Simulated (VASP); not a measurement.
Write the native input for VASP 6.6.1 that does the following.

- Task: single point
- Functional: PBE
- Potentials or basis: VASP PAW PBE potentials, release 64 (Mo_sv, W_sv)
- Cutoff: 520 eV
- k mesh: 8 × 4 × 2
- Occupations: gaussian, width 0.2 eV
- Spin: no spin polarisation
- Dipole correction: no
- Further INCAR settings: ALGO = Fast; EDIFF = 1e-07; NBANDS = 81

The structure of Mo2W3 lies in POSCAR:

```
Mo2W3
1.0
    1.5866758000     -2.2461117000      0.0000000000
    4.7600274000      2.2461117000      0.0000000000
    1.5866758000      0.0000000000     11.2261317000
Mo W
4 6
Direct
    0.3998510000      0.3998510000      0.4005960000
    0.8998510000      0.8998510000      0.4005960000
    0.1001490000      0.1001490000      0.5994040000
    0.6001490000      0.6001490000      0.5994040000
    0.3002580000      0.3002580000      0.7989680000
    0.8002580000      0.8002580000      0.7989680000
    0.0000000000      0.0000000000      0.0000000000
    0.5000000000      0.5000000000      0.0000000000
    0.1997420000      0.1997420000      0.2010320000
    0.6997420000      0.6997420000      0.2010320000
```

These files were run (other wordings do the same):

INCAR

```
SYSTEM = Mo2W3
  PREC = Accurate
  ENCUT = 520
  EDIFF = 1E-7
  ISMEAR = 0
  SIGMA = 0.2
  LREAL = .FALSE.
  LASPH = .TRUE.
  NELM = 60
  ALGO = Fast
  ISIF = 2
  LWAVE = .FALSE.
  LCHARG = .FALSE.
  GGA = PE
  NBANDS = 81
```

KPOINTS

```
regular mesh
0
G
  8 4 2
  0 0 0
```

Potentials or basis: VASP PAW PBE potentials, release 64 (Mo_sv, W_sv).

The run is started by

```sh
$ cat potpaw_PBE.64/Mo_sv/POTCAR potpaw_PBE.64/W_sv/POTCAR > POTCAR
$ mpirun -np 1 vasp_std > vasp.out
```

Results of the run:

| Item | Value |
| --- | --- |
| Pressure | 0.9 GPa |
| Largest force | 0.012 eV/Å |
| Band gap on the k mesh | zero (bands 70 and 71 overlap by 1.84 eV) |

Caveat: spin-orbit coupling is left out, which moves the levels of the heavy elements.

It took 7.4 min on 1 thread of Intel(R) Xeon(R) 6975P-C (Granite Rapids) (shared host), peak memory 0.46 GiB.
